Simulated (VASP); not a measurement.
# MgO (P6_3mc) in VASP: notebook

Runs on MgO. Level: PBE. Tasks: single point.

All numbers are computed with VASP 6.6.1; they aren't measurements. Logs are shortened: lines on timing, memory, paths and dates and some standing lists are left out, and cuts for length are marked.

## (1) The cell of the first run

Symmetry: P6_3mc, No. 186, hexagonal system. Conventional cell: a = 3.486 Å, b = 3.486 Å, c = 9.313 Å, α = 90.00°, β = 90.00°, γ = 120.00°. Mg (site symmetry 3m) has 4 O at 1.76 to 2.09 Å within 2.3 Å. Mg (site symmetry 3m) has 4 O at 1.78 to 2.09 Å within 2.4 Å. O (site symmetry 3m) has 4 Mg at 1.76 to 2.09 Å within 2.3 Å. Within 2.4 Å of O (site symmetry 3m) lie 4 Mg at 1.78 to 2.09 Å.

## (2) Single point, PBE (volume 12.249 Å^3 an atom, c/a of the conventional cell 2.6717)

File INCAR:

```
SYSTEM = MgO
PREC = Accurate
ENCUT = 520
EDIFF = 1E-6
ISMEAR = 0
SIGMA = 0.05
LREAL = .False.
LASPH = .True.
NELM = 80
ALGO = Normal
ISIF = 2
LWAVE = .False.
LCHARG = .False.
GGA = PE
NBANDS = 26
```

File KPOINTS:

```
Automatic mesh
0
Gamma
  9 9 4
  0 0 0
```

File POSCAR:

```
MgO
1.0
    3.4856814238      0.0000000000      0.0000000000
   -1.7428407119      3.0186886625      0.0000000000
    0.0000000000      0.0000000000      9.3126950599
Mg O
4 4
Direct
    0.3333333333      0.6666666667      0.9694906392
    0.0000000000      0.0000000000      0.2208211786
    0.0000000000      0.0000000000      0.7208211786
    0.6666666667      0.3333333333      0.4694906392
    0.3333333333      0.6666666667      0.7800420079
    0.0000000000      0.0000000000      0.5296443544
    0.0000000000      0.0000000000      0.0296443544
    0.6666666667      0.3333333333      0.2800420079
```

Potentials or basis: VASP PAW PBE potentials, release 64 (Mg, O).

Run with:

```console
cat potpaw_PBE.64/Mg/POTCAR potpaw_PBE.64/O/POTCAR > POTCAR
mpirun -np 1 vasp_std > vasp.out
```

OUTCAR:

```text
SYSTEM = MgO
   PREC = Accurate
   ENCUT = 520
   EDIFF = 1E-6
   ISMEAR = 0
   LREAL = .False.
   LASPH = .True.
   NELM = 80
   ISIF = 2
   GGA = PE

 ion  position               nearest neighbor table
   1  0.333  0.667  0.969-   5 1.76   7 2.09   7 2.09   7 2.09   3 3.07   3 3.07   3 3.07   2 3.09
                             2 3.09   2 3.09
   2  0.000  0.000  0.221-   7 1.78   8 2.09   8 2.09   8 2.09   4 3.07   4 3.07   4 3.07   1 3.09
                             1 3.09   1 3.09
   3  0.000  0.000  0.721-   6 1.78   5 2.09   5 2.09   5 2.09   1 3.07   1 3.07   1 3.07   4 3.09
                             4 3.09   4 3.09
   4  0.667  0.333  0.469-   8 1.76   6 2.09   6 2.09   6 2.09   2 3.07   2 3.07   2 3.07   3 3.09
                             3 3.09   3 3.09
   5  0.333  0.667  0.780-   1 1.76   3 2.09   3 2.09   3 2.09
   6  0.000  0.000  0.530-   3 1.78   4 2.09   4 2.09   4 2.09
   7  0.000  0.000  0.030-   2 1.78   1 2.09   1 2.09   1 2.09
   8  0.667  0.333  0.280-   4 1.76   2 2.09   2 2.09   2 2.09

  LATTYP: Found a hexagonal cell.
 ALAT       =     3.4856814238
 C/A-ratio  =     2.6717000000

  Lattice vectors:

 A1 = (   3.4856814238,   0.0000000000,   0.0000000000)
 A2 = (  -1.7428407119,   3.0186886625,   0.0000000000)
 A3 = (   0.0000000000,   0.0000000000,   9.3126950599)

Analysis of symmetry for initial positions (statically):
=====================================================================
 Subroutine PRICEL returns:
 Original cell was already a primitive cell.

 Routine SETGRP: Setting up the symmetry group for a
 hexagonal supercell.

 Subroutine GETGRP returns: Found 12 space group operations
 (whereof  6 operations were pure point group operations)
 out of a pool of 24 trial point group operations.

The static configuration has the point symmetry C_3v.
 The point group associated with its full space group is C_6v.

Analysis of symmetry for dynamics (positions and initial velocities):
=====================================================================
 Subroutine PRICEL returns:
 Original cell was already a primitive cell.

 Routine SETGRP: Setting up the symmetry group for a
 hexagonal supercell.

 Subroutine GETGRP returns: Found 12 space group operations
 (whereof  6 operations were pure point group operations)
 out of a pool of 24 trial point group operations.

The dynamic configuration has the point symmetry C_3v.
 The point group associated with its full space group is C_6v.

 Subroutine INISYM returns: Found 12 space group operations
 (whereof  6 operations are pure point group operations),
 and found     1 'primitive' translations

----------------------------------------------------------------------------------------

                                     Primitive cell

  volume of cell :      97.9899

  direct lattice vectors                    reciprocal lattice vectors
     3.485681424  0.000000000  0.000000000     0.286887951  0.165634835  0.000000000
    -1.742840712  3.018688662  0.000000000     0.000000000  0.331269671  0.000000000
     0.000000000  0.000000000  9.312695060     0.000000000  0.000000000  0.107380301

  length of vectors
     3.485681424  3.485681424  9.312695060     0.331269671  0.331269671  0.107380301

  position of ions in fractional coordinates (direct lattice)
     0.333333333  0.666666667  0.969490639
     0.000000000  0.000000000  0.220821179
     0.000000000  0.000000000  0.720821179
     0.666666667  0.333333333  0.469490639
     0.333333333  0.666666667  0.780042008
     0.000000000  0.000000000  0.529644354
     0.000000000  0.000000000  0.029644354
     0.666666667  0.333333333  0.280042008

  ion indices of the primitive-cell ions
   primitive index   ion index
                 1           1
                 2           2
                 3           3
                 4           4
                 5           5
                 6           6
                 7           7
                 8           8

----------------------------------------------------------------------------------------

 KPOINTS: Automatic mesh

Automatic generation of k-mesh.
 Grid dimensions read from file:
 generate k-points for:    9    9    4

 Generating k-lattice:

  Cartesian coordinates                     Fractional coordinates (reciprocal lattice)
     0.031876439  0.018403871  0.000000000     0.111111111 -0.000000000  0.000000000
     0.000000000  0.036807741  0.000000000     0.000000000  0.111111111  0.000000000
     0.000000000  0.000000000  0.026845075     0.000000000  0.000000000  0.250000000

  Length of vectors
     0.036807741  0.036807741  0.026845075

  Shift w.r.t. Gamma in fractional coordinates (k-lattice)
     0.000000000  0.000000000  0.000000000

 Subroutine IBZKPT returns following result:
 ===========================================

 Found     36 irreducible k-points:

 Following reciprocal coordinates:
            Coordinates               Weight
  0.000000  0.000000  0.000000      1.000000
  0.111111  0.000000  0.000000      6.000000
  0.222222  0.000000  0.000000      6.000000
  0.333333  0.000000  0.000000      6.000000
  0.444444  0.000000  0.000000      6.000000
  0.111111  0.111111  0.000000      6.000000
[... 16 lines left out ...]
  0.333333  0.222222  0.250000     24.000000
  0.333333  0.333333  0.250000      4.000000
 [... further k-points ...]
   k-points           NKPTS =     36   k-points in BZ     NKDIM =     36   number of bands    NBANDS=     26
   number of dos      NEDOS =    301   number of ions     NIONS =      8
   total plane-waves  NPLWV =  54880
   dimension x,y,z NGX =    28 NGY =   28 NGZ =   70
   dimension x,y,z NGXF=    56 NGYF=   56 NGZF=  140
   ions per type =               4   4
   NGX,Y,Z   is equivalent  to a cutoff of  13.35, 13.35, 12.50 a.u.
   NGXF,Y,Z  is equivalent  to a cutoff of  26.71, 26.71, 24.99 a.u.
 SYSTEM =  MgO
   PREC   = accura    normal or accurate (medium, high low for compatibility)
   ISTART =      0    job   : 0-new  1-cont  2-samecut
   ICHARG =      2    charge: 1-file 2-atom 10-const
   ISPIN  =      1    spin polarized calculation?
   LNONCOLLINEAR =      F non collinear calculations
   LSORBIT =      F    spin-orbit coupling
   LASPH  =      T    aspherical Exc in radial PAW
   ENCUT  =  520.0 eV  38.22 Ry    6.18 a.u.   6.48  6.48 17.32*2*pi/ulx,y,z
   NELM   =     80;   NELMIN=  2; NELMDL= -5     # of ELM steps
   EDIFF  = 0.1E-05   stopping-criterion for ELM
   LREAL  =      F    real-space projection
   EDIFFG = 0.1E-04   stopping-criterion for IOM
   NSW    =      0    number of steps for IOM
   IBRION =     -1    ionic relax: 0-MD 1-quasi-New 2-CG
   NFREE  =      0    steps in history (QN), initial steepest desc. (CG)
   ISIF   =      2    stress and relaxation
   ISYM   =      2    0-nonsym 1-usesym 2-fastsym
   POTIM  = 0.5000    time-step for ionic-motion
   TEBEG  =    0.0;   TEEND  =   0.0 temperature during run
   PSTRESS=    0.0 pullay stress
   NELECT =      32.0000    total number of electrons
   NUPDOWN=      -1.0000    fix difference up-down
   EMIN   =  10.00;   EMAX   =-10.00  energy-range for DOS
   EFERMI =   0.00;   METHOD = LEGACY
   ISMEAR =     0;   SIGMA  =   0.05  broadening in eV -4-tet -1-fermi 0-gaus
   EFERMI_NEDOS =   21; number of points for ismear=-14 and -15
   IALGO  =     38    algorithm
   IMIX   =      4    mixing-type and parameters
     AMIX     =   0.40;   BMIX     =  1.00
     AMIX_MAG =   1.60;   BMIX_MAG =  1.00
  volume/ion in A,a.u.               =      12.25        82.66
  Fermi-wavevector in a.u.,A,eV,Ry     =   1.127365  2.130410 17.292335  1.270951
  Thomas-Fermi vector in A             =   2.264050
   LORBIT       =      0    0 simple, 1 ext, 2 COOP (PROOUT), +10 PAW based schemes
   GGA     = PE    functional components
   LHFCALC =     F    Hartree Fock is set to
   AEXX    =    0.0000 exact exchange contribution
   IVDW    =     0    specifies the selected vdW correction
   LEPSILON=     F    determine dielectric tensor
   LRPA    =     F    only Hartree local field effects (RPA)
 non-spin polarized calculation
 Gauss-broadening in eV      SIGMA  =   0.05
  energy-cutoff  :      520.00
  volume of cell :       97.99
 maximum number of plane-waves:      2675
 NGX is ok and might be reduce to    28
   NGX = 13   NGY = 13   NGZ = 35

 number of electron      32.0000000 magnetization

 Free energy of the ion-electron system (eV)
  ---------------------------------------------------
  ext. energy  EPLUGINS =         0.00000000
  ---------------------------------------------------
  free energy    TOTEN  =       -45.26729890 eV

  energy without entropy =      -45.26729890  energy(sigma->0) =      -45.26729890

 E-fermi :   1.2725     XC(G=0):  -9.5702

 val. band max:        0.9889846924   @ k =   0.0000   0.0000   0.0000
 cond. band min:       4.0268473308   @ k =   0.0000   0.0000   0.0000
 fundamental gap:      3.0378626384
 Fermi energy:         1.2724798783

 k-point     1 :       0.0000    0.0000    0.0000
  band No.  band energies     occupation
      1     -15.2072      2.00000
      2     -14.8169      2.00000
      3     -14.6987      2.00000
      4     -14.2829      2.00000
      5      -1.8856      2.00000
      6      -0.9815      2.00000
[... 18 lines left out ...]
     25      14.1963      0.00000
     26      14.4531      0.00000

 k-point     2 :       0.1111    0.0000    0.0000
  band No.  band energies     occupation
      1     -15.1566      2.00000
      2     -14.7869      2.00000
      3     -14.6685      2.00000
      4     -14.2793      2.00000
      5      -1.7889      2.00000
      6      -1.1360      2.00000
[... 18 lines left out ...]
     25      14.1004      0.00000
     26      14.3579      0.00000

 k-point     3 :       0.2222    0.0000    0.0000
  band No.  band energies     occupation
      1     -15.0195      2.00000
      2     -14.7098      2.00000
      3     -14.5910      2.00000
      4     -14.2770      2.00000
      5      -1.5581      2.00000
      6      -1.5176      2.00000
[... 572 lines left out ...]
 k-point    23 :       0.3333    0.2222    0.2500
  band No.  band energies     occupation
      1     -14.6010      2.00000
      2     -14.5492      2.00000
      3     -14.4073      2.00000
      4     -14.3704      2.00000
      5      -1.9740      2.00000
      6      -1.8147      2.00000
[... 18 lines left out ...]
     25      13.2113      0.00000
     26      13.4171      0.00000

 k-point    24 :       0.3333    0.3333    0.2500
  band No.  band energies     occupation
      1     -14.5378      2.00000
      2     -14.5220      2.00000
      3     -14.4038      2.00000
      4     -14.4038      2.00000
      5      -1.7244      2.00000
      6      -1.7244      2.00000
[... 18 lines left out ...]
     25      13.0088      0.00000
     26      13.3984      0.00000

 [... further k-points ...]
[... 5 lines left out ...]
  --------------------------------------------------------------------------------------
  -------------------------------------------------------------------------------------
  Total       -6.6255066     -6.6255066     22.5537556      0.0000000     -0.0000000      0.0000000
  in kB     -108.3298836   -108.3298836    368.7636073      0.0000000     -0.0000000      0.0000000
  external PRESSURE =      50.7012801 kB  Pullay stress =       0.0000000 kB

 VOLUME and BASIS-vectors are now :
 -----------------------------------------------------------------------------
  energy-cutoff  :      520.00
  volume of cell :       97.99
      direct lattice vectors                 reciprocal lattice vectors
     3.485681424  0.000000000  0.000000000     0.286887951  0.165634835  0.000000000
    -1.742840712  3.018688662  0.000000000     0.000000000  0.331269671  0.000000000
     0.000000000  0.000000000  9.312695060     0.000000000  0.000000000  0.107380301

 POSITION                                       TOTAL-FORCE (eV/Angst)
 -----------------------------------------------------------------------------------
     -0.00000      2.01246      9.02857         0.000000      0.000000      2.876729
      0.00000      0.00000      2.05644        -0.000000      0.000000      2.985237
      0.00000      0.00000      6.71279        -0.000000      0.000000      2.985237
      1.74284      1.00623      4.37222        -0.000000      0.000000      2.876729
     -0.00000      2.01246      7.26429         0.000000     -0.000000     -2.993364
      0.00000      0.00000      4.93242        -0.000000      0.000000     -2.868602
      0.00000      0.00000      0.27607        -0.000000      0.000000     -2.868602
      1.74284      1.00623      2.60795        -0.000000      0.000000     -2.993364
 -----------------------------------------------------------------------------------
    total drift:                               -0.000000     -0.000000      0.003165

  FREE ENERGIE OF THE ION-ELECTRON SYSTEM (eV)
  ---------------------------------------------------
  free  energy   TOTEN  =       -45.2672989015 eV

  energy  without entropy=      -45.2672989015  energy(sigma->0) =      -45.26729890
```

Run time: 59 s. Hardware: 1 thread of Intel Xeon Platinum 8488C (Sapphire Rapids), shared host; peak memory 0.25 GiB.

What came out:

```
Free energy            : -45.2673 eV
Pressure               : 5.1 GPa
Largest force          : 2.993 eV/Å
Band gap on the k mesh : 3.04 eV, direct
```

Forces in eV/Å, atoms in the order of the input:
```
Mg   0.000  0.000  2.877
Mg   0.000  0.000  2.985
Mg   0.000  0.000  2.985
Mg   0.000  0.000  2.877
O    0.000  0.000 -2.993
O    0.000  0.000 -2.869
O    0.000  0.000 -2.869
O    0.000  0.000 -2.993
```

Caveat: forces of over 1 eV/Å act on the atoms, so gaps and moduli don't describe the material at rest. A k mesh can miss the band edges.

## (3) Single point, PBE (volume 12.249 Å^3 an atom, c/a of the conventional cell 3.8446)

File INCAR:

```
  PREC = Accurate
  ENCUT = 520
  EDIFF = 1E-6
  ISMEAR = 0
  SIGMA = 0.05
  LREAL = F
  LASPH = T
  NELM = 100
  ALGO = Normal
  ISIF = 2
  LWAVE = F
  LCHARG = F
  GGA = PE
  NBANDS = 26
```

File KPOINTS:

```
regular mesh
0
Gamma
  9 9 4
```

POSCAR: that of step 2 with these lines changed.

```diff
@@ -2,5 +2,5 @@
 1.0
-    3.4856814238      0.0000000000      0.0000000000
-   -1.7428407119      3.0186886625      0.0000000000
-    0.0000000000      0.0000000000      9.3126950599
+    3.0874495388      0.0000000000      0.0000000000
+   -1.5437247694      2.6738097335      0.0000000000
+    0.0000000000      0.0000000000     11.8700084970
 Mg O
```

Potentials or basis: VASP PAW PBE potentials, release 64 (Mg, O).

Run with:

```console
cat potpaw_PBE.64/Mg/POTCAR potpaw_PBE.64/O/POTCAR > POTCAR
mpirun -np 1 vasp_std > vasp.out
```

It took 51 s on 1 thread of Intel Xeon Platinum 8488C (Sapphire Rapids), shared host; peak memory 0.25 GiB.

The run converged. Its results:

```yaml
Free_energy: -45.5696 eV
Pressure: 4.7 GPa
Largest_force: 0.765 eV/Å
Band_gap_on_the_k_mesh: 3.01 eV, direct
```

Forces in eV/Å, atoms in the order of the input:
```
Mg   0.000  0.000 -0.671
Mg   0.000  0.000 -0.765
Mg   0.000  0.000 -0.765
Mg   0.000  0.000 -0.671
O    0.000  0.000  0.755
O    0.000  0.000  0.681
O    0.000  0.000  0.681
O    0.000  0.000  0.755
```

Stress tensor (GPa, compression positive):
```
 16.48   0.00   0.00
  0.00  16.48   0.00
  0.00   0.00 -18.75
```

Levels at points of the mesh, in eV from the valence-band top:
```tsv
k point	band 14	band 15	band 16	band 17	band 18	band 19
(0.00, 0.00, 0.00)	-0.02	0.00	0.00	3.01	5.36	5.40
(0.00, 0.00, 0.50)	-0.01	-0.01	-0.01	3.82	3.82	7.02
```

 A k mesh can miss the band edges.

## (4) Single point, PBE (volume 12.249 Å^3 an atom, c/a of the conventional cell 3.0163)

File INCAR:

```
  PREC = Accurate
  ENCUT = 520
  EDIFF = 1E-6
  ISMEAR = 0
  SIGMA = 0.05
  LREAL = False
  LASPH = True
  NELM = 60
  ALGO = Normal
  ISIF = 2
  LWAVE = False
  LCHARG = True
  GGA = PE
  LELF = True
  LVHAR = True
  NBANDS = 26
```

File KPOINTS:

```
Automatic mesh
0
Gamma
  9 9 4
```

POSCAR: that of step 3 with these lines changed.

```diff
@@ -2,5 +2,5 @@
 1.0
-    3.0874495388      0.0000000000      0.0000000000
-   -1.5437247694      2.6738097335      0.0000000000
-    0.0000000000      0.0000000000     11.8700084970
+    3.3475371912      0.0000000000      0.0000000000
+   -1.6737685956      2.8990522477      0.0000000000
+    0.0000000000      0.0000000000     10.0971764299
 Mg O
```

Run with:

```console
cat potpaw_PBE.64/Mg/POTCAR potpaw_PBE.64/O/POTCAR > POTCAR
mpirun -np 1 vasp_std > vasp.out
```

Wall time 85 s (1 thread of Intel Xeon Platinum 8259CL at 2.50GHz (Skylake/Cascade Lake), shared host); peak memory 0.27 GiB.

The run converged. Its results:

```yaml
Free_energy: -46.7510 eV
Pressure: 0.0 GPa
Largest_force: 0.652 eV/Å
Band_gap_on_the_k_mesh: 3.31 eV, direct
```

Forces in eV/Å, atoms in the order of the input:
```
Mg   0.000  0.000  0.611
Mg   0.000  0.000  0.652
Mg   0.000  0.000  0.652
Mg   0.000  0.000  0.611
O    0.000  0.000 -0.649
O    0.000  0.000 -0.614
O    0.000  0.000 -0.614
O    0.000  0.000 -0.649
```

Stress tensor (GPa, compression positive):
```
-4.65  0.00  0.00
 0.00 -4.65  0.00
 0.00  0.00  9.27
```

Levels at points of the mesh, in eV from the valence-band top:
| k point | band 13 | band 14 | band 15 | band 16 | band 17 | band 18 | band 19 | band 20 |
| --- | --- | --- | --- | --- | --- | --- | --- | --- |
| (0.00, 0.00, 0.00) | -0.40 | -0.27 | -0.27 | 0.00 | 3.31 | 5.62 | 5.78 | 8.26 |
| (0.00, 0.00, 0.50) | -0.31 | -0.31 | -0.31 | -0.31 | 4.16 | 4.16 | 7.24 | 7.24 |

 A k mesh can miss the band edges.

## (5) Summary

| cell | gap on the mesh (eV) | pressure (GPa) | largest force (eV/Å) |
| --- | --- | --- | --- |
| a = 3.486, b = 3.486, c = 9.313 Å, angles 90.0, 90.0, 120.0°, 8 atoms | 3.04 | 5.1 | 2.99 |
| a = 3.087, b = 3.087, c = 11.870 Å, angles 90.0, 90.0, 120.0°, 8 atoms | 3.01 | 4.7 | 0.77 |
| a = 3.348, b = 3.348, c = 10.097 Å, angles 90.0, 90.0, 120.0°, 8 atoms | 3.31 | 0.0 | 0.65 |

Alike in all rows: task single point; level PBE; potentials or basis VASP PAW PBE potentials, release 64 (Mg, O); no spin polarisation; k mesh 9 × 9 × 4; cutoff (eV) 520; smearing gaussian 0.05 eV.

Caveats: forces of over 1 eV/Å act on the atoms, so gaps and moduli don't describe the material at rest (some runs).

Total energies depend on the potentials used, so only differences within one code and one set of settings carry meaning.
